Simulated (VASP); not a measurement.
# C14N (Cm) in VASP: single point with PBE

Aim: the single point of C14N with PBE.

Program: VASP 6.6.1. These are calculated values, not measurements. Logs are shortened: lines on timing, memory, paths and dates and some standing lists are left out, and cuts for length are marked.

### Step 1. The cell of the first run

It takes space group Cm (No. 8, monoclinic). Conventional cell: a = 5.044 Å, b = 5.044 Å, c = 7.134 Å, α = 90.00°, β = 90.00°, γ = 90.00°. C (site symmetry m) has 3 C at 1.54 Å and 1 N at 1.54 Å within 2.1 Å. Within 2.1 Å of C (site symmetry 1) lie 3 C at 1.54 Å and 1 N at 1.54 Å. C (site symmetry m) has 3 C at 1.54 Å within 2.1 Å. C (site symmetry 1) has 4 C at 1.54 Å within 2.1 Å. Within 2.1 Å of C (site symmetry m) lie 4 C at 1.54 Å. C (site symmetry m) has 4 C at 1.54 Å within 2.1 Å. C (site symmetry 1) has 4 C at 1.54 Å within 2.1 Å. C (site symmetry m) has 4 C at 1.54 Å within 2.1 Å.

### Step 2. Single point, PBE, collinear spin

The input, INCAR:

```
ALGO = Normal ; EDIFF = 1E-6
ENCUT = 600 ; GGA = PE
GGA_COMPAT = F ; ISIF = 2
ISMEAR = -1 ; ISPIN = 2
LASPH = T ; LCHARG = F
LORBIT = 11 ; LREAL = F
LWAVE = F ; MAGMOM = 0 0 0 1 1 0 0 0 0 0 0 0 0 0 0
NBANDS = 48 ; NELM = 200
PREC = Accurate ; SIGMA = 0.05
```

The input, KPOINTS:

```
k-points
0
Gamma
  1 1 1
```

The input, POSCAR:

```
C14N
1.0
    7.1340000000      0.0000000000      0.0000000000
    0.0000000000      3.5670000000      0.0000000000
    0.0000000000      0.0000000000      3.5670000000
C N
14 1
Direct
    0.0000000000      0.5000000000      0.5000000000
    0.2500000000      0.0000000000      0.5000000000
    0.2500000000      0.5000000000      0.0000000000
    0.1250000000      0.7500000000      0.7500000000
    0.3750000000      0.2500000000      0.7500000000
    0.3750000000      0.7500000000      0.2500000000
    0.5000000000      0.0000000000      0.0000000000
    0.5000000000      0.5000000000      0.5000000000
    0.7500000000      0.0000000000      0.5000000000
    0.7500000000      0.5000000000      0.0000000000
    0.6250000000      0.2500000000      0.2500000000
    0.6250000000      0.7500000000      0.7500000000
    0.8750000000      0.2500000000      0.7500000000
    0.8750000000      0.7500000000      0.2500000000
    0.1250000000      0.2500000000      0.2500000000
```

Potentials or basis: VASP PAW PBE potentials, release 64 (C, N).

Started as:

```sh
$ cat potpaw_PBE.64/C/POTCAR potpaw_PBE.64/N/POTCAR > POTCAR
$ mpirun -np 1 vasp_gam > vasp.out
```

OUTCAR:

```text
EDIFF = 1E-6
   ENCUT = 600
   GGA = PE
   ISIF = 2
   ISMEAR = -1
   ISPIN = 2
   LASPH = T
   LORBIT = 11
   LREAL = F
   NELM = 200
   PREC = Accurate

 ion  position               nearest neighbor table
   1  0.000  0.500  0.500-   4 1.54  13 1.54  14 1.54  15 1.54
   2  0.250  0.000  0.500-   4 1.54   5 1.54   6 1.54  15 1.54
   3  0.250  0.500  0.000-   4 1.54   5 1.54   6 1.54  15 1.54
   4  0.125  0.750  0.750-   1 1.54   2 1.54   3 1.54
   5  0.375  0.250  0.750-   2 1.54   3 1.54   7 1.54   8 1.54
   6  0.375  0.750  0.250-   2 1.54   3 1.54   7 1.54   8 1.54
   7  0.500  0.000  0.000-   5 1.54   6 1.54  11 1.54  12 1.54
   8  0.500  0.500  0.500-   5 1.54   6 1.54  11 1.54  12 1.54
   9  0.750  0.000  0.500-  11 1.54  12 1.54  13 1.54  14 1.54
  10  0.750  0.500  0.000-  11 1.54  12 1.54  13 1.54  14 1.54
  11  0.625  0.250  0.250-   7 1.54   8 1.54   9 1.54  10 1.54
  12  0.625  0.750  0.750-   7 1.54   8 1.54   9 1.54  10 1.54
  13  0.875  0.250  0.750-   1 1.54   9 1.54  10 1.54
  14  0.875  0.750  0.250-   1 1.54   9 1.54  10 1.54
  15  0.125  0.250  0.250-   1 1.54   2 1.54   3 1.54

  LATTYP: Found a simple tetragonal cell.
 ALAT       =     3.5670000000
 C/A-ratio  =     2.0000000000

  Lattice vectors:

 A1 = (   0.0000000000,   3.5670000000,   0.0000000000)
 A2 = (   0.0000000000,   0.0000000000,   3.5670000000)
 A3 = (   7.1340000000,   0.0000000000,   0.0000000000)

Analysis of symmetry for initial positions (statically):
=====================================================================
 Subroutine PRICEL returns:
 Original cell was already a primitive cell.

 Routine SETGRP: Setting up the symmetry group for a
 simple tetragonal supercell.

 Subroutine GETGRP returns: Found  2 space group operations
 (whereof  2 operations were pure point group operations)
 out of a pool of 16 trial point group operations.

The static configuration has the point symmetry C_1h.

Analysis of symmetry for dynamics (positions and initial velocities):
=====================================================================
 Subroutine PRICEL returns:
 Original cell was already a primitive cell.

 Routine SETGRP: Setting up the symmetry group for a
 simple tetragonal supercell.

 Subroutine GETGRP returns: Found  2 space group operations
 (whereof  2 operations were pure point group operations)
 out of a pool of 16 trial point group operations.

[... 220 lines left out ...]

 k-point     1 :       0.0000    0.0000    0.0000
  band No.  band energies     occupation
      1     -12.5859      1.00000
      2     -10.6237      1.00000
      3      -9.6104      1.00000
      4      -5.0156      1.00000
      5      -4.0219      1.00000
      6      -3.9662      1.00000
[... 34 lines left out ...]
     41      15.6285      0.00000
     42      15.7353      0.00000
 [bands above 42 left out]

------------------------ aborting loop because EDIFF is reached ----------------------------------------

  FORCE on cell =-STRESS in cart. coord.  units (eV):
  Direction    XX          YY          ZZ          XY          YZ          ZX
  --------------------------------------------------------------------------------------
  -------------------------------------------------------------------------------------
  Total      -14.4301088     14.4494120     14.3792442      2.0197204      7.8513832      2.0355326
  in kB     -254.7069904    255.0477135    253.8091762     35.6502437    138.5853858     35.9293472
  external PRESSURE =      84.7166331 kB  Pullay stress =       0.0000000 kB

 VOLUME and BASIS-vectors are now :
 -----------------------------------------------------------------------------
  energy-cutoff  :      600.00
  volume of cell :       90.77
      direct lattice vectors                 reciprocal lattice vectors
     7.134000000  0.000000000  0.000000000     0.140173816  0.000000000  0.000000000
     0.000000000  3.567000000  0.000000000     0.000000000  0.280347631  0.000000000
     0.000000000  0.000000000  3.567000000     0.000000000  0.000000000  0.280347631

 POSITION                                       TOTAL-FORCE (eV/Angst)
 -----------------------------------------------------------------------------------
      0.00000      1.78350      1.78350         2.900691      0.922604      0.917581
      1.78350      0.00000      1.78350        -1.026147      1.118839      0.950440
      1.78350      1.78350      0.00000        -1.024062      0.952052      1.112335
      0.89175      2.67525      2.67525         1.972946     -3.126227     -3.115668
      2.67525      0.89175      2.67525        -0.682780     -0.892735     -0.174554
      2.67525      2.67525      0.89175        -0.684703     -0.176598     -0.887524
      3.56700      0.00000      0.00000         0.572048      0.373205      0.368019
      3.56700      1.78350      1.78350         0.459355      0.295276      0.294641
      5.35050      0.00000      1.78350         2.731489      0.497699      0.302328
      5.35050      1.78350      0.00000         2.729239      0.307137      0.490832
      4.45875      0.89175      0.89175        -0.866385     -0.147739     -0.143651
      4.45875      2.67525      2.67525        -0.852985     -0.474324     -0.471555
      6.24225      0.89175      2.67525        -4.655087      1.501979     -2.967067
      6.24225      2.67525      0.89175        -4.646221     -2.975994      1.499213
      0.89175      0.89175      0.89175         3.072601      1.824826      1.824630
 -----------------------------------------------------------------------------------
    total drift:                                0.000127      0.000079      0.000110

  FREE ENERGIE OF THE ION-ELECTRON SYSTEM (eV)
  ---------------------------------------------------
  free  energy   TOTEN  =      -120.2776554394 eV

  energy  without entropy=     -120.2757348265  energy(sigma->0) =     -120.27669513

 total charge

# of ion       s       p       d       tot
------------------------------------------
    1        0.823   1.648   0.000   2.471
    2        0.800   1.709   0.000   2.510
    3        0.800   1.709   0.000   2.510
    4        0.821   1.687   0.000   2.508
    5        0.810   1.777   0.000   2.587
    6        0.810   1.777   0.000   2.587
    7        0.817   1.782   0.000   2.599
    8        0.805   1.791   0.000   2.596
    9        0.804   1.771   0.000   2.575
   10        0.804   1.771   0.000   2.575
   11        0.811   1.757   0.000   2.568
   12        0.820   1.749   0.000   2.570
   13        0.837   1.628   0.000   2.465
   14        0.837   1.628   0.000   2.464
   15        1.245   2.554   0.000   3.799
--------------------------------------------------
tot         12.644  26.741   0.000  39.385

 magnetization (x)

# of ion       s       p       d       tot
------------------------------------------
    1       -0.002  -0.009   0.000  -0.012
    2       -0.004  -0.013   0.000  -0.017
    3       -0.004  -0.013   0.000  -0.017
    4        0.063   0.326   0.000   0.389
    5        0.004   0.044   0.000   0.047
    6        0.004   0.044   0.000   0.047
    7       -0.001   0.008   0.000   0.008
    8       -0.001  -0.004   0.000  -0.005
    9       -0.000   0.005   0.000   0.005
   10       -0.000   0.005   0.000   0.005
   11        0.002   0.008   0.000   0.010
   12        0.001   0.022   0.000   0.023
   13        0.009   0.044   0.000   0.053
   14        0.008   0.039   0.000   0.047
   15        0.005   0.100   0.000   0.104
--------------------------------------------------
tot          0.083   0.606   0.000   0.689
```

stdout:

```text
POSCAR found type information on POSCAR C N
 POSCAR found :  2 types and      15 ions
 scaLAPACK will be used
 LDA part: xc-table for (Slater+PW92), standard interpolation
 POSCAR, INCAR and KPOINTS ok, starting setup
 FFT: planning ... GRIDC
 FFT: planning ... GRID_SOFT
 FFT: planning ... GRID
 WAVECAR not read
 entering main loop
```

Run time: 19 s. Hardware: 1 thread of AMD EPYC 7R13 (Zen 3), shared host; peak memory 0.19 GiB.

What came out:

* Free energy: -120.2777 eV
* Pressure: 8.5 GPa
* Largest force: 5.721 eV/Å
* Net moment: 1.00 μB per cell
* Site moments: C -0.01, -0.02, +0.39, +0.05, +0.01, +0.02 (each value once); N +0.10 μB
* Valence electrons inside the program's atomic spheres: C 2.47, 2.51, 2.59, 2.60, 2.58, 2.57, 2.46 (each value once); N 3.80

Forces in eV/Å, atoms in the order of the input:
```
C    2.901  0.923  0.918
C   -1.026  1.119  0.950
C   -1.024  0.952  1.112
C    1.973 -3.126 -3.116
C   -0.683 -0.893 -0.175
C   -0.685 -0.177 -0.888
C    0.572  0.373  0.368
C    0.459  0.295  0.295
C    2.731  0.498  0.302
C    2.729  0.307  0.491
C   -0.866 -0.148 -0.144
C   -0.853 -0.474 -0.472
C   -4.655  1.502 -2.967
C   -4.646 -2.976  1.499
N    3.073  1.825  1.825
```

Levels at points of the mesh, in eV from the Fermi level:
Spin up:
```
           k point  band 27  band 28  band 29  band 30  band 31  band 32  band 33  band 34  band 35  band 36
(0.00, 0.00, 0.00)    -4.82    -4.15    -4.08    -0.71    -0.30     0.30     1.75     2.32     2.39     2.95
```
Spin down:
| k point | band 26 | band 27 | band 28 | band 29 | band 30 | band 31 | band 32 | band 33 | band 34 | band 35 |
| --- | --- | --- | --- | --- | --- | --- | --- | --- | --- | --- |
| (0.00, 0.00, 0.00) | -4.98 | -4.70 | -4.04 | -3.78 | -0.56 | 0.43 | 0.93 | 1.83 | 2.36 | 2.43 |

Caveat: the k points lie up to 1.76 Å⁻¹ apart, too coarse for converged energies, forces and pressures; forces of over 1 eV/Å act on the atoms, so gaps and moduli don't describe the material at rest.
